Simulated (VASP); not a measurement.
A run of VASP 6.6.1 is set up as follows.

INCAR

```
SYSTEM = HPbNO4
PREC = Accurate
ENCUT = 600
EDIFF = 1E-6
ISMEAR = 0
SIGMA = 0.02
LREAL = .False.
LASPH = .True.
NELM = 120
ALGO = Normal
ISIF = 2
LWAVE = .False.
LCHARG = .True.
GGA = PE
LELF = .True.
LVHAR = .True.
NBANDS = 57
GGA_COMPAT = .False.
```

File KPOINTS:

```
regular mesh
0
Gamma
  4 6 4
  0 0 0
```

The input POSCAR:

```
HPbNO4
1.0
    6.3487708214      0.0000000000      0.0604482901
    0.0000000000      3.9883768972      0.0000000000
   -3.0446342806      0.0000000000      7.5562142028
H Pb N O
2 2 2 8
Direct
    0.3013482994      0.0832931474      0.5171789849
    0.6986517006      0.5832931474      0.4828210151
    0.9860475724      0.5854005571      0.2873376942
    0.0139524276      0.0854005571      0.7126623058
    0.5875641611      0.3781408579      0.7961509825
    0.4124358389      0.8781408579      0.2038490175
    0.1348917228      0.0766870537      0.4600613586
    0.4072923245      0.4785998375      0.8090518429
    0.7764467283      0.4895542902      0.8946111764
    0.5815950404      0.1578052562      0.6794667776
    0.8651082772      0.5766870537      0.5399386414
    0.5927076755      0.9785998375      0.1909481571
    0.2235532717      0.9895542902      0.1053888236
    0.4184049596      0.6578052562      0.3205332224
```

Potentials or basis: VASP PAW PBE potentials, release 64 (H, Pb_d, N, O).

The run is started by

```sh
$ cat potpaw_PBE.64/H/POTCAR potpaw_PBE.64/Pb_d/POTCAR potpaw_PBE.64/N/POTCAR potpaw_PBE.64/O/POTCAR > POTCAR
$ mpirun -np 1 vasp_std > vasp.out
```

Task: What does it give for the band gap on the k mesh?

Result: 3.16 eV (least direct gap 3.29 eV).

Task: What does it give for the pressure?

Result: 1.7 GPa.

Task: Estimate the largest force.

Result: 0.402 eV/Å.

Forces on the atoms (eV/Å):
```
H    0.085  0.000  0.044
H   -0.085  0.000 -0.044
Pb  -0.006 -0.005 -0.013
Pb   0.006 -0.005  0.013
N    0.013 -0.035 -0.031
N   -0.013 -0.035  0.031
O   -0.060  0.002 -0.036
O   -0.384  0.119  0.018
O    0.288  0.136  0.238
O    0.071 -0.217 -0.224
O    0.060  0.002  0.036
O    0.384  0.119 -0.018
O   -0.288  0.136 -0.238
O   -0.071 -0.217  0.224
```

Caveat: the standard files for N, O and F lose accuracy on very short bonds; spin-orbit coupling is left out, which moves the levels of the heavy elements. A k mesh can miss the band edges.
